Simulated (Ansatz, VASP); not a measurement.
# TaN: VASP beside Ansatz

```
CELL_PARAMETERS angstrom
0.00000 1.88538 1.88538
1.88538 0.00000 1.88538
1.88538 1.88538 0.00000
ATOMIC_POSITIONS crystal
Ta 0.00000 0.00000 0.00000
N 0.50000 0.50000 0.50000
```

Change from the starting cell: volume scaled by 0.64, LAPW.

Alike in both runs: task single point; functional PBEsol; k mesh 15 × 15 × 15; occupations fermi-dirac, width 0.08 eV; no spin polarisation.

|  | VASP | Ansatz |
| --- | --- | --- |
| version | VASP 6.6.1 | Ansatz 0.2.0 |
| potentials or method | VASP PAW PBE potentials, release 64 (Ta_pv, N), cutoff 520 eV | all-electron LAPW, scalar-relativistic |

VASP gave:

* pressure (GPa): 428.7

**Question.** Which values does Ansatz return?

**Answer.** Pressure (GPa): 410.5.

VASP's potentials were made for PBE, not for PBEsol. Both programs put the cell under a high pressure, so it lies far from rest at this level. Ansatz ran all-electron here, and VASP with PAW potentials.

Neither program's run includes spin-orbit coupling. Noted on VASP's run: the cell as given lies far from equilibrium.
